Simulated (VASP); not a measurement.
Runs of VASP 6.6.1 on Os. The structure is that of space group Pm-3m (No. 221), or close to it. The cells are those of the table. This isn't the form of Os at room conditions, which is hcp.

| task | cell | cutoff (eV) | gap on the mesh (eV) | pressure (GPa) |
| --- | --- | --- | --- | --- |
| single point | a = 2.462 Å, 1 atom | 520 | none | 40.3 |
| single point | a = 2.556 Å, 1 atom | 520 | none | -0.3 |
| relaxation of cell and atoms | relaxed to 40 GPa from a = 2.490 Å, 1 atom | 600 | none | 39.8 |
| relaxation of cell and atoms | relaxed from a = 2.490 Å, 1 atom | 600 | none | 0.1 |
| single point | a = 2.428 Å, 1 atom | 520 | none | (a) |
| single point | a = 2.503 Å, 1 atom | 520 | none | 20.0 |
| relaxation of cell and atoms | relaxed to 20 GPa from a = 2.490 Å, 1 atom | 600 | none | 19.8 |
| relaxation of cell and atoms | relaxed to 60 GPa from a = 2.490 Å, 1 atom | 600 | none | 60.0 |

Alike in all rows: level PBE; potentials or basis VASP PAW PBE potentials, release 64 (Os); no spin polarisation; k mesh 19 × 19 × 19; smearing methfessel-paxton 0.05 eV.

Task: Estimate the missing entries.

Result: (a) 60.6.

Caveats: spin-orbit coupling is left out, which moves the levels of the heavy elements; the cell stands under pressure (at least some runs); the cell is relaxed towards a set pressure, so the run minimises the enthalpy, not the energy (at least some runs).

A k mesh can miss the band edges, and the runs leave out spin-orbit coupling on Os.

A gap of «none» marks levels without a gap at the run's occupations.
